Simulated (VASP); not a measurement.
Wanted: the native input for a VASP 6.6.1 run.

- Task: single point
- Functional: PBE
- Potentials or basis: VASP PAW PBE potentials, release 64 (Ca_sv, Se)
- Cutoff: 520 eV
- k mesh: 12 × 12 × 12
- Occupations: fermi-dirac, width 0.08 eV
- Spin: no spin polarisation
- Dipole correction: no
- Further INCAR settings: ALGO = Normal; EDIFF = 1e-07; NBANDS = 15

The structure of CaSe (rocksalt type) lies in POSCAR:

```
CaSe
1.0
    0.0000000000      2.8218793405      2.8218793405
    2.8218793405      0.0000000000      2.8218793405
    2.8218793405      2.8218793405      0.0000000000
Ca Se
1 1
Direct
    0.0000000000      0.0000000000      0.0000000000
    0.5000000000      0.5000000000      0.5000000000
```

One way to write it, as run:

INCAR

```
SYSTEM = CaSe
  PREC = Accurate
  ENCUT = 520
  EDIFF = 1E-7
  ISMEAR = -1
  SIGMA = 0.08
  LREAL = .FALSE.
  LASPH = .TRUE.
  NELM = 80
  ALGO = Normal
  ISIF = 2
  LWAVE = .FALSE.
  LCHARG = .TRUE.
  GGA = PE
  LELF = .TRUE.
  LVHAR = .TRUE.
  NBANDS = 15
```

KPOINTS

```
regular mesh
0
G
  12 12 12
  0 0 0
```

Potentials or basis: VASP PAW PBE potentials, release 64 (Ca_sv, Se).

Command:

```sh
$ cat potpaw_PBE.64/Ca_sv/POTCAR potpaw_PBE.64/Se/POTCAR > POTCAR
$ mpirun -np 1 vasp_std > vasp.out
```

Results of the run:

```yaml
Pressure: 11.2 GPa
Band_gap_on_the_k_mesh: 1.61 eV (least direct gap 2.68 eV)
```

Caveat: the cell stands under pressure.

Run time: 44 s on 1 thread of AMD EPYC 7R13 Processor (Zen 3), with other jobs on the host, peak memory 0.17 GiB.
